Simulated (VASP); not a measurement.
BaTiO3: single point with r2SCAN+U

Crystal: BaTiO3.

```
Ba Ti O
1.0
     4.02844    2.86977   -2.87993
     4.02844   -2.86977    2.87993
     0.00000   -2.86977   -2.87993
Ba Ti O
2 2 6
Direct
  0.00000 0.00000 0.00000
  0.50000 0.50000 0.00000
  0.99150 0.50850 0.48300
  0.49150 0.00850 0.48300
  0.75550 0.24450 0.51100
  0.25550 0.74450 0.51100
  0.75384 0.74616 0.49547
  0.25383 0.24616 0.49547
  0.99774 0.50226 0.00767
  0.49773 0.00227 0.00767
```

| Item | Value |
| --- | --- |
| Program | VASP 6.6.1 |
| Task | single point |
| Functional | r2SCAN |
| Potentials or basis | VASP PAW PBE potentials, release 64 (Ba_sv, Ti_sv, O) |
| Cutoff | 520 eV |
| k mesh | 5 × 5 × 6 |
| Occupations | fermi-dirac, width 0.1049 eV |
| Spin | no spin polarisation |
| Hubbard terms | Ti d U = 1.79 eV |
| Dipole correction | no |
| Further INCAR settings | ALGO = Normal; EDIFF = 1e-06; NBANDS = 51 |

| Item | Value |
| --- | --- |
| Pressure | -3.1 GPa |
| Largest force | 0.287 eV/Å |
| Band gap on the k mesh | 2.43 eV |

Forces on the atoms (eV/Å):
```
Ba   0.000  0.001  0.267
Ba   0.000  0.001  0.267
Ti   0.000 -0.001 -0.096
Ti   0.000 -0.001 -0.096
O    0.000  0.001  0.287
O    0.000  0.001  0.287
O    0.000  0.057 -0.228
O    0.000  0.057 -0.228
O    0.000 -0.056 -0.230
O    0.000 -0.056 -0.230
```

Stress tensor (GPa, compression positive):
```
-3.10  0.00  0.00
 0.00 -2.85  0.00
 0.00  0.00 -3.39
```

Levels at points of the mesh, in eV from the valence-band top:
| k point | band 36 | band 37 | band 38 | band 39 | band 40 | band 41 | band 42 | band 43 | band 44 | band 45 |
| --- | --- | --- | --- | --- | --- | --- | --- | --- | --- | --- |
| (0.00, 0.00, 0.00) | -0.94 | -0.41 | -0.34 | -0.30 | -0.08 | 2.43 | 2.51 | 2.62 | 3.98 | 3.98 |
| (0.00, 0.00, 0.50) | -0.88 | -0.81 | -0.07 | -0.01 | 0.00 | 2.66 | 3.96 | 3.98 | 4.16 | 4.53 |

Eigenvalues of the final occupation matrices:
```csv
site,spin,trace,eigenvalues
site 3 d,1,0.79,0.11 0.11 0.11 0.23 0.24
site 3 d,2,0.79,0.11 0.11 0.11 0.23 0.24
site 4 d,1,0.79,0.11 0.11 0.11 0.23 0.24
site 4 d,2,0.79,0.11 0.11 0.11 0.23 0.24
```

It took 32 min on 1 thread of Oxide Virtual Turin-like Processor (shared host), peak memory 0.42 GiB.

Caveat: the cell stands under tension; the PAW data sets were made with another functional, which shifts forces and pressure a little; spin-orbit coupling is left out, which moves the levels of the heavy elements; an odd mesh through Γ misses points on the zone boundary, where band edges can lie.
